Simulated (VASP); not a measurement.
A run of VASP 6.6.1 is set up as follows.

Contents of INCAR:

```
PREC = Accurate
ENCUT = 600
EDIFF = 1E-8
ISMEAR = -1
SIGMA = 0.1
LREAL = F
LASPH = T
NELM = 80
ALGO = Normal
ISIF = 3
LWAVE = F
LCHARG = F
NBANDS = 18
IBRION = 6
NFREE = 2
POTIM = 0.015
NSW = 1
```

File KPOINTS:

```
Automatic mesh
0
Gamma
  18 18 10
```

The input POSCAR:

```
Ag
1.0
    2.7707276435      0.0000000000      0.0000000000
   -1.3853638217      2.3995205262      0.0000000000
    0.0000000000      0.0000000000      4.5398190815
Ag
2
Direct
    0.3333333333      0.6666666667      0.2500000000
    0.6666666667      0.3333333333      0.7500000000
```

Potentials or basis: VASP PAW LDA potentials, release 64 (Ag).

Command:

```console
$ cat potpaw_LDA.64/Ag/POTCAR > POTCAR
$ mpirun -np 1 vasp_std > vasp.out
```

(1) Predict the Voigt bulk modulus.

(2) Estimate the highest phonon frequency at Γ.

Results:

(1) 182 GPa.

(2) 219 cm⁻¹.

Caveat: the cell is under stress, which shifts elastic constants.
